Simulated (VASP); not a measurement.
# TiAl3 (Cm) in VASP: single point with PBE

Aim: the single point of TiAl3 with PBE.

All numbers are computed with VASP 6.6.1; they aren't measurements. Logs are shortened: lines on timing, memory, paths and dates and some standing lists are left out, and cuts for length are marked.

**1. The cell of the first run**

The structure is monoclinic, space group Cm (No. 8). Conventional cell: a = 9.441 Å, b = 3.845 Å, c = 3.845 Å, α = 90.00°, β = 114.03°, γ = 90.00°. Within 3.6 Å of Ti (site symmetry m) lie 12 Al at 2.72 to 2.94 Å. Al (site symmetry m) has 4 Ti at 2.72 Å and 8 Al at 2.82 to 2.96 Å within 3.6 Å. Al (site symmetry m) has 8 Al at 2.72 to 2.96 Å and 4 Ti at 2.87 to 2.94 Å within 3.6 Å. Within 3.6 Å of Al (site symmetry m) lie 8 Al at 2.72 to 2.93 Å and 4 Ti at 2.84 to 2.91 Å.

**2. Single point, PBE (atoms displaced along several vibrational modes)**

Input file INCAR:

```
PREC     = Accurate       # precision mode
ENCUT    = 520            # plane-wave cutoff, eV
EDIFF    = 1E-6           # SCF threshold, eV
ISMEAR   = 0              # smearing method
SIGMA    = 0.15           # smearing width, eV
LREAL    = False          # projectors in reciprocal space
LASPH    = True           # aspherical terms in the spheres
NELM     = 60             # most SCF steps
ALGO     = Fast           # electronic algorithm
ISIF     = 2              # what is computed and relaxed
LWAVE    = False          # write WAVECAR
LCHARG   = True           # write CHGCAR
GGA      = PE             # functional
LELF     = True           # ELF
LVHAR    = True         
NBANDS   = 18             # bands
```

Input file KPOINTS:

```
Automatic mesh
0
Gamma
  14 14 14
```

Input file POSCAR:

```
TiAl3
1.0
   -1.9225789803      1.9225789803      4.3111351100
    1.9225789803     -1.9225789803      4.3111351100
    1.9225789803      1.9225789803     -4.3111351100
Ti Al
1 3
Direct
    0.0030233561     -0.0022986075     -0.0053219635
    0.4944330207      0.4891547179     -0.0052783027
    0.7501016747      0.2574615804      0.5073599057
    0.2501016747      0.7574615804      0.5073599057
```

Potentials or basis: VASP PAW PBE potentials, release 64 (Ti_sv, Al).

On the command line:

```sh
$ cat potpaw_PBE.64/Ti_sv/POTCAR potpaw_PBE.64/Al/POTCAR > POTCAR
$ mpirun -np 1 vasp_std > vasp.out
```

OUTCAR:

```text
PREC = Accurate
   ENCUT = 520
   EDIFF = 1E-6
   ISMEAR = 0
   LREAL = False
   LASPH = True
   NELM = 60
   ISIF = 2
   GGA = PE

 ion  position               nearest neighbor table
   1  0.003  0.998  0.995-   2 2.72   2 2.72   2 2.72   2 2.72   4 2.84   3 2.87   3 2.87   3 2.88
                             4 2.90   4 2.91   4 2.91   3 2.94
   2  0.494  0.489  0.995-   1 2.72   1 2.72   1 2.72   1 2.72   4 2.82   3 2.85   3 2.85   4 2.89
                             3 2.89   4 2.93   4 2.93   3 2.96
   3  0.750  0.257  0.507-   4 2.72   4 2.72   4 2.72   4 2.72   2 2.85   2 2.85   1 2.87   1 2.87
                             1 2.88   2 2.89   1 2.94   2 2.96
   4  0.250  0.757  0.507-   3 2.72   3 2.72   3 2.72   3 2.72   2 2.82   1 2.84   2 2.89   1 2.90
                             1 2.91   1 2.91   2 2.93   2 2.93

  LATTYP: Found a body centered tetragonal cell.
 ALAT       =     3.8451579606
 C/A-ratio  =     2.2423708748

  Lattice vectors:

 A1 = (  -1.9225789803,   1.9225789803,   4.3111351100)
 A2 = (   1.9225789803,  -1.9225789803,   4.3111351100)
 A3 = (   1.9225789803,   1.9225789803,  -4.3111351100)

Analysis of symmetry for initial positions (statically):
=====================================================================
 Subroutine PRICEL returns:
 Original cell was already a primitive cell.

 Routine SETGRP: Setting up the symmetry group for a
 body centered tetragonal supercell.

 Subroutine GETGRP returns: Found  2 space group operations
 (whereof  2 operations were pure point group operations)
 out of a pool of 16 trial point group operations.

The static configuration has the point symmetry C_1h.

Analysis of symmetry for dynamics (positions and initial velocities):
=====================================================================
 Subroutine PRICEL returns:
 Original cell was already a primitive cell.

 Routine SETGRP: Setting up the symmetry group for a
 body centered tetragonal supercell.

 Subroutine GETGRP returns: Found  2 space group operations
 (whereof  2 operations were pure point group operations)
 out of a pool of 16 trial point group operations.

The dynamic configuration has the point symmetry C_1h.

 Subroutine INISYM returns: Found  2 space group operations
 (whereof  2 operations are pure point group operations),
 and found     1 'primitive' translations

----------------------------------------------------------------------------------------

                                     Primitive cell

  volume of cell :      63.7412

  direct lattice vectors                    reciprocal lattice vectors
    -1.922578980  1.922578980  4.311135110     0.000000000  0.260067339  0.115978736
     1.922578980 -1.922578980  4.311135110     0.260067339  0.000000000  0.115978736
     1.922578980  1.922578980 -4.311135110     0.260067339  0.260067339  0.000000000

  length of vectors
     5.096911399  5.096911399  5.096911399     0.284756191  0.284756191  0.367790758

  position of ions in fractional coordinates (direct lattice)
     0.003023356  0.997701392  0.994678036
     0.494433021  0.489154718  0.994721697
     0.750101675  0.257461580  0.507359906
     0.250101675  0.757461580  0.507359906

  ion indices of the primitive-cell ions
   primitive index   ion index
                 1           1
                 2           2
                 3           3
                 4           4

----------------------------------------------------------------------------------------

 KPOINTS: Automatic mesh

Automatic generation of k-mesh.
 Grid dimensions read from file:
 generate k-points for:   14   14   14

 Generating k-lattice:

  Cartesian coordinates                     Fractional coordinates (reciprocal lattice)
     0.000000000  0.018576239  0.008284195     0.071428571  0.000000000  0.000000000
     0.018576239  0.000000000  0.008284195     0.000000000  0.071428571  0.000000000
     0.018576239  0.018576239  0.000000000     0.000000000  0.000000000  0.071428571

  Length of vectors
     0.020339728  0.020339728  0.026270768

  Shift w.r.t. Gamma in fractional coordinates (k-lattice)
     0.000000000  0.000000000  0.000000000

 Subroutine IBZKPT returns following result:
 ===========================================

 Found    744 irreducible k-points:

 Following reciprocal coordinates:
            Coordinates               Weight
  0.000000  0.000000  0.000000      1.000000
  0.071429  0.000000  0.000000      4.000000
  0.000000  0.071429  0.000000      2.000000
  0.071429  0.000000 -0.071429      2.000000
  0.142857  0.000000 -0.000000      4.000000
  0.000000  0.142857 -0.000000      2.000000
[... 16 lines left out ...]
  0.071429  0.071429 -0.000000      4.000000
  0.071429  0.071429 -0.142857      4.000000
 [... further k-points ...]
   k-points           NKPTS =    744   k-points in BZ     NKDIM =    744   number of bands    NBANDS=     18
   number of dos      NEDOS =    301   number of ions     NIONS =      4
   total plane-waves  NPLWV =  64000
   dimension x,y,z NGX =    40 NGY =   40 NGZ =   40
   dimension x,y,z NGXF=    80 NGYF=   80 NGZF=   80
   ions per type =               1   3
   NGX,Y,Z   is equivalent  to a cutoff of  13.05, 13.05, 13.05 a.u.
   NGXF,Y,Z  is equivalent  to a cutoff of  26.09, 26.09, 26.09 a.u.
 SYSTEM =  unknown system
   PREC   = accura    normal or accurate (medium, high low for compatibility)
   ISTART =      0    job   : 0-new  1-cont  2-samecut
   ICHARG =      2    charge: 1-file 2-atom 10-const
   ISPIN  =      1    spin polarized calculation?
   LNONCOLLINEAR =      F non collinear calculations
   LSORBIT =      F    spin-orbit coupling
   LASPH  =      T    aspherical Exc in radial PAW
   ENCUT  =  520.0 eV  38.22 Ry    6.18 a.u.   9.48  9.48  9.48*2*pi/ulx,y,z
   NELM   =     60;   NELMIN=  2; NELMDL= -5     # of ELM steps
   EDIFF  = 0.1E-05   stopping-criterion for ELM
   LREAL  =      F    real-space projection
   EDIFFG = 0.1E-04   stopping-criterion for IOM
   NSW    =      0    number of steps for IOM
   IBRION =     -1    ionic relax: 0-MD 1-quasi-New 2-CG
   NFREE  =      0    steps in history (QN), initial steepest desc. (CG)
   ISIF   =      2    stress and relaxation
   ISYM   =      2    0-nonsym 1-usesym 2-fastsym
   POTIM  = 0.5000    time-step for ionic-motion
   TEBEG  =    0.0;   TEEND  =   0.0 temperature during run
   PSTRESS=    0.0 pullay stress
   NELECT =      21.0000    total number of electrons
   NUPDOWN=      -1.0000    fix difference up-down
   EMIN   =  10.00;   EMAX   =-10.00  energy-range for DOS
   EFERMI =   0.00;   METHOD = LEGACY
   ISMEAR =     0;   SIGMA  =   0.15  broadening in eV -4-tet -1-fermi 0-gaus
   EFERMI_NEDOS =   21; number of points for ismear=-14 and -15
   IALGO  =     68    algorithm
   IMIX   =      4    mixing-type and parameters
     AMIX     =   0.40;   BMIX     =  1.00
     AMIX_MAG =   1.60;   BMIX_MAG =  1.00
  volume/ion in A,a.u.               =      15.94       107.54
  Fermi-wavevector in a.u.,A,eV,Ry     =   1.130684  2.136683 17.394319  1.278446
  Thomas-Fermi vector in A             =   2.267381
   LORBIT       =      0    0 simple, 1 ext, 2 COOP (PROOUT), +10 PAW based schemes
   GGA     = PE    functional components
   LHFCALC =     F    Hartree Fock is set to
   AEXX    =    0.0000 exact exchange contribution
   IVDW    =     0    specifies the selected vdW correction
   LEPSILON=     F    determine dielectric tensor
   LRPA    =     F    only Hartree local field effects (RPA)
 non-spin polarized calculation
 RMM-DIIS sequential band-by-band and
 Gauss-broadening in eV      SIGMA  =   0.15
  energy-cutoff  :      520.00
  volume of cell :       63.74
 maximum number of plane-waves:      1746
 NGX is ok and might be reduce to    40
   NGX = 19   NGY = 19   NGZ = 19

 number of electron      20.9999999 magnetization

 Free energy of the ion-electron system (eV)
  ---------------------------------------------------
  ext. energy  EPLUGINS =         0.00000000
  ---------------------------------------------------
  free energy    TOTEN  =       -20.65748407 eV

  energy without entropy =      -20.63751922  energy(sigma->0) =      -20.64750164

 E-fermi :   8.1771     XC(G=0): -10.7177

 val. band max:        8.1769466342   @ k =  -0.2857   0.5000   0.5000
 cond. band min:       8.1777684662   @ k =  -0.2857   0.5000   0.2857
 fundamental gap:      0.0008218319
 Fermi energy:         8.1770802518

 k-point     1 :       0.0000    0.0000    0.0000
  band No.  band energies     occupation
      1     -48.3286      2.00000
      2     -24.6409      2.00000
      3     -24.6407      2.00000
      4     -24.5632      2.00000
      5      -1.8589      2.00000
      6       5.3115      2.00000
[... 10 lines left out ...]
     17      11.9100      0.00000
     18      11.9236      0.00000

 k-point     2 :       0.0714    0.0000    0.0000
  band No.  band energies     occupation
      1     -48.3286      2.00000
      2     -24.6419      2.00000
      3     -24.6408      2.00000
      4     -24.5631      2.00000
      5      -1.7959      2.00000
      6       5.0080      2.00000
[... 10 lines left out ...]
     17      11.9433      0.00000
     18      12.2949      0.00000

 k-point     3 :       0.0000    0.0714    0.0000
  band No.  band energies     occupation
      1     -48.3286      2.00000
      2     -24.6421      2.00000
      3     -24.6406      2.00000
      4     -24.5631      2.00000
      5      -1.7959      2.00000
      6       5.0080      2.00000
[... 10 lines left out ...]
     17      11.9282      0.00000
     18      12.3152      0.00000

 k-point     4 :       0.0714    0.0000   -0.0714
  band No.  band energies     occupation
      1     -48.3286      2.00000
      2     -24.6421      2.00000
      3     -24.6406      2.00000
      4     -24.5631      2.00000
      5      -1.7959      2.00000
      6       5.0080      2.00000
[... 10 lines left out ...]
     17      11.9285      0.00000
     18      12.3046      0.00000

 k-point     5 :       0.1429    0.0000   -0.0000
  band No.  band energies     occupation
      1     -48.3284      2.00000
      2     -24.6455      2.00000
      3     -24.6405      2.00000
      4     -24.5630      2.00000
      5      -1.6078      2.00000
      6       4.6310      2.00000
[... 10 lines left out ...]
     17      12.0430      0.00000
     18      13.1294      0.00000

 k-point     6 :       0.0000    0.1429   -0.0000
  band No.  band energies     occupation
      1     -48.3284      2.00000
      2     -24.6457      2.00000
      3     -24.6403      2.00000
      4     -24.5630      2.00000
      5      -1.6078      2.00000
      6       4.6309      2.00000
[... 307 lines left out ...]
 k-point    21 :       0.0000    0.5000   -0.0000
  band No.  band energies     occupation
      1     -48.3274      2.00000
      2     -24.6666      2.00000
      3     -24.6389      2.00000
      4     -24.5620      2.00000
      5       0.8692      2.00000
      6       1.2538      2.00000
[... 10 lines left out ...]
     17      12.6243      0.00000
     18      13.7136      0.00000

 k-point    22 :       0.5000    0.0000    0.5000
  band No.  band energies     occupation
      1     -48.3274      2.00000
      2     -24.6666      2.00000
      3     -24.6389      2.00000
      4     -24.5620      2.00000
      5       0.8718      2.00000
      6       1.2510      2.00000
[... 10 lines left out ...]
     17      12.6223      0.00000
     18      13.7016      0.00000

 k-point    23 :       0.0714    0.0714   -0.0000
  band No.  band energies     occupation
      1     -48.3285      2.00000
      2     -24.6421      2.00000
      3     -24.6418      2.00000
      4     -24.5631      2.00000
      5      -1.7125      2.00000
      6       4.6163      2.00000
[... 10 lines left out ...]
     17      12.2024      0.00000
     18      12.4921      0.00000

 k-point    24 :       0.0714    0.0714   -0.1429
  band No.  band energies     occupation
      1     -48.3285      2.00000
      2     -24.6421      2.00000
      3     -24.6418      2.00000
      4     -24.5631      2.00000
      5      -1.7125      2.00000
      6       4.6162      2.00000
[... 10 lines left out ...]
     17      12.2012      0.00000
     18      12.4933      0.00000

 [... further k-points ...]

------------------------ aborting loop because EDIFF is reached ----------------------------------------

  FORCE on cell =-STRESS in cart. coord.  units (eV):
  Direction    XX          YY          ZZ          XY          YZ          ZX
  --------------------------------------------------------------------------------------
  -------------------------------------------------------------------------------------
  Total        0.0291345      0.0063255      0.0097409      0.0000000      0.0000000      0.0105925
  in kB        0.7323143      0.1589966      0.2448445      0.0000000      0.0000000      0.2662486
  external PRESSURE =       0.3787185 kB  Pullay stress =       0.0000000 kB

 VOLUME and BASIS-vectors are now :
 -----------------------------------------------------------------------------
  energy-cutoff  :      520.00
  volume of cell :       63.74
      direct lattice vectors                 reciprocal lattice vectors
    -1.922578980  1.922578980  4.311135110     0.000000000  0.260067339  0.115978736
     1.922578980 -1.922578980  4.311135110     0.260067339  0.000000000  0.115978736
     1.922578980  1.922578980 -4.311135110     0.260067339  0.260067339  0.000000000

 POSITION                                       TOTAL-FORCE (eV/Angst)
 -----------------------------------------------------------------------------------
      3.82469      0.00000      0.02607         0.174791     -0.000000     -0.176866
      1.90228      1.92258     -0.04800         0.098659     -0.000000      0.183913
      0.02830      1.92258      2.15644        -0.120422     -0.000000     -0.004182
      1.95088      0.00000      2.15644        -0.153027      0.000000     -0.002865
 -----------------------------------------------------------------------------------
    total drift:                               -0.000000     -0.000000     -0.000011

  FREE ENERGIE OF THE ION-ELECTRON SYSTEM (eV)
  ---------------------------------------------------
  free  energy   TOTEN  =       -20.6574840668 eV

  energy  without entropy=      -20.6375192206  energy(sigma->0) =      -20.64750164
```

Wall time 48 min (1 thread of Intel Xeon Platinum 8259CL at 2.50GHz (Skylake/Cascade Lake), shared host); peak memory 0.89 GiB.

Results:

| Item | Value |
| --- | --- |
| Free energy | -20.6575 eV |
| Pressure | 0.0 GPa |
| Largest force | 0.249 eV/Å |
| Band gap on the k mesh | zero (an odd number of electrons rules out a gap without spin polarisation) |

Forces on the atoms (eV/Å):
```
Ti   0.175  0.000 -0.177
Al   0.099  0.000  0.184
Al  -0.120  0.000 -0.004
Al  -0.153  0.000 -0.003
```

Caveat: the cell differs from its parent crystal (atoms displaced along several vibrational modes).
